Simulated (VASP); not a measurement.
A run of VASP 6.6.1:

Contents of INCAR:

```
SYSTEM = Y
PREC     = Accurate       ! precision mode
ENCUT    = 520            ! plane-wave cutoff, eV
EDIFF    = 1E-7           ! SCF threshold, eV
ISMEAR   = 0              ! smearing method
SIGMA    = 0.1            ! smearing width, eV
LREAL    = .FALSE.        ! projectors in reciprocal space
LASPH    = .TRUE.         ! aspherical terms in the spheres
NELM     = 80             ! most SCF steps
ALGO     = Fast           ! electronic algorithm
ISIF     = 2              ! what is computed and relaxed
LWAVE    = .FALSE.        ! write WAVECAR
LCHARG   = .TRUE.         ! write CHGCAR
GGA      = PE             ! functional
LELF     = .TRUE.         ! ELF
LVHAR    = .TRUE.       
NBANDS   = 30             ! bands
```

The input KPOINTS:

```
regular mesh
0
G
  18 18 6
  0 0 0
```

Contents of POSCAR:

```
Y
1.0
    3.5262665206      0.0000000000      0.0000000000
   -1.7631332603      3.0538363874      0.0000000000
    0.0000000000      0.0000000000     11.3519013052
Y
4
Direct
    0.0000000000      0.0000000000      0.0000000000
    0.3333333333      0.6666666667      0.2500000000
    0.0000000000      0.0000000000      0.5000000000
    0.6666666667      0.3333333333      0.7500000000
```

Potentials or basis: VASP PAW PBE potentials, release 64 (Y_sv).

Command:

```sh
$ cat potpaw_PBE.64/Y_sv/POTCAR > POTCAR
$ mpirun -np 1 vasp_std > vasp.out
```

Hardware: 1 thread of Oxide Virtual Turin-like Processor (shared host).

Task: Estimate the wall time of this run.

Result: It took 36 min on 1 thread of Oxide Virtual Turin-like Processor, on a shared host, peak memory 0.52 GiB. Counts: scf iterations 24, k points 148.
